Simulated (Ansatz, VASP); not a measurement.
**Two plane-wave programs on TiC**

```xyz
2
Lattice="0.0000 2.1657 2.1657 2.1657 0.0000 2.1657 2.1657 2.1657 0.0000" Properties=species:S:1:pos:R:3 pbc="T T T"
Ti    0.0000    0.0000    0.0000
C     2.1657    2.1657    2.1657
```

Alike in both runs: task single point; functional LDA; k mesh 8 × 8 × 8; occupations gaussian, width 0.1 eV; no spin polarisation.

```csv
,VASP,Ansatz
version,VASP 6.6.1,Ansatz 0.2.0
potentials or method,"VASP PAW LDA potentials, release 64 (Ti_sv, C), cutoff 520 eV","scalar-relativistic, plane waves, PAW"
valence electrons in the cell,16,16
```

Ansatz gave:

| Quantity | Value |
| --- | --- |
| gap on the k mesh at the Fermi level (eV) | none |
| pressure (GPa) | -12.6 |

**Question.** What did VASP give for the same quantities?

**Answer.** gap on the k mesh at the Fermi level (eV): none; pressure (GPa): -12.0.

Ansatz warns that its potentials were made for another functional, while VASP's fit it. LDA's correlation is that of Perdew and Zunger in VASP and of Perdew and Wang (1992) in Ansatz. A gap of «none» marks a metal or a gap that the smearing closes.
